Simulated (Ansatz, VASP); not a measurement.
**One calculation of Ti, two programs**

The input POSCAR:

```
Ti
1.0
    2.9357969427      0.0000000000      0.0000000000
   -1.4678984714      2.5424747328      0.0000000000
    0.0000000000      0.0000000000      4.5434690475
Ti
2
Direct
    0.3333333333      0.6666666667      0.2500000000
    0.6666666667      0.3333333333      0.7500000000
```

File INCAR.step1:

```
SYSTEM = Ti
PREC = Accurate ; ENCUT = 520
ISMEAR = 0 ; SIGMA = 0.1
LREAL = .False. ; LASPH = .True.
NELM = 80 ; NBANDS = 19
GGA = PE ; ALGO = Normal
EDIFF = 1E-4 ; LWAVE = .True.
LCHARG = .False.
```

INCAR.step2

```
SYSTEM = Ti
PREC = Accurate ; ENCUT = 520
EDIFF = 1E-7 ; ISMEAR = 0
SIGMA = 0.1 ; LREAL = .False.
LASPH = .True. ; NELM = 80
ALGO = Normal ; ISIF = 2
LWAVE = .False. ; LCHARG = .False.
METAGGA = R2SCAN ; LMIXTAU = .True.
NBANDS = 19 ; ISTART = 1
```

KPOINTS

```
regular mesh
0
Gamma
  24 24 12
  0 0 0
```

Input for Ansatz:

```yaml
crystal:
  lattice:
    - [2.9357969427, 0.0, 0.0]
    - [-1.4678984714, 2.5424747328, 0.0]
    - [0.0, 0.0, 4.5434690475]
  atoms:
    - { symbol: Ti, position: [0.3333333333, 0.6666666667, 0.25] }
    - { symbol: Ti, position: [0.6666666667, 0.3333333333, 0.75] }
basis:
  ecutwfc: 500
kpoints:
  mp_grid: { grid: [24, 24, 12] }
hamiltonian:
  xc: r2scan
scf:
  occupations: { method: gaussian, width: 0.1 }
output:
  forces: true
  stress: true
  eigenvalues: true
```

Change from the starting cell: strain along c alone, the other axes held, atoms relaxed: -2.0 %.

Alike in both runs: task single point; functional r2SCAN; k mesh 24 × 24 × 12; occupations gaussian, width 0.1 eV; no spin polarisation.

|  | VASP | Ansatz |
| --- | --- | --- |
| version | VASP 6.6.1 | Ansatz 0.2.0 |
| potentials or method | VASP PAW PBE potentials, release 64 (Ti_sv), cutoff 520 eV | scalar-relativistic, plane waves, PAW |
| valence electrons in the cell | 24 | 24 |

```tsv
	VASP	Ansatz	Ansatz less VASP
gap on the k mesh at the Fermi level (eV)	none	none	-
pressure (GPa)	2.8	2.5	-0.38
traceless stress, the component that is largest in VASP (GPa)	1.72	1.70	-0.016
```

VASP's potentials were made for PBE, not for r2SCAN. A gap of «none» marks a metal or a gap that the smearing closes. With one functional, cell and mesh, what is left measures potentials, basis and numerics.
